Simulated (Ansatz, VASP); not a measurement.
**One calculation of TiO2, two programs**

```xyz
12
Lattice="6.0704 -1.8580 0.0000 6.0704 1.8580 0.0000 -1.9023 0.0000 6.2434" Properties=species:S:1:pos:R:3 pbc="T T T"
Ti   10.3767    0.0000    1.8081
Ti    1.8311    0.0000    1.7716
Ti   -0.1381    0.0000    4.4353
Ti    8.4074    0.0000    4.4718
O     3.8360    0.0000    1.8318
O     1.9577    0.0000    4.0738
O     8.6351    0.0000    6.2140
O     8.2808    0.0000    2.1696
O    10.2339    0.0000    3.9335
O     1.6035    0.0000    0.0294
O     6.4025    0.0000    4.4116
O     0.0046    0.0000    2.3099
```

Alike in both runs: task single point; functional revPBE; dispersion D4; k mesh 8 × 8 × 4; occupations fermi-dirac, width 0.05 eV; no spin polarisation.

|  | VASP | Ansatz |
| --- | --- | --- |
| version | VASP 6.6.1 | Ansatz 0.2.0 |
| potentials or method | VASP PAW PBE potentials, release 64 (Ti_sv, O) | Ansatz PAW |
| plane-wave cutoff (eV) | 520 | 420 |
| valence electrons in the cell | 96 | 96 |

```csv
,VASP,Ansatz,Ansatz less VASP
gap on the k mesh at the Fermi level (eV),2.90,2.92,+0.022
least direct gap on the mesh (eV),3.07,3.09,+0.021
pressure (GPa),3.8,3.2,-0.56
"traceless stress, the component that is largest in VASP (GPa)",-0.63,-0.59,+0.036
rms of the force components (eV/Å),0.067,0.056,-0.0102
```

VASP's potentials were made for PBE, not for revPBE. Atom by atom the forces differ by 0.018 eV/Å (rms over components).
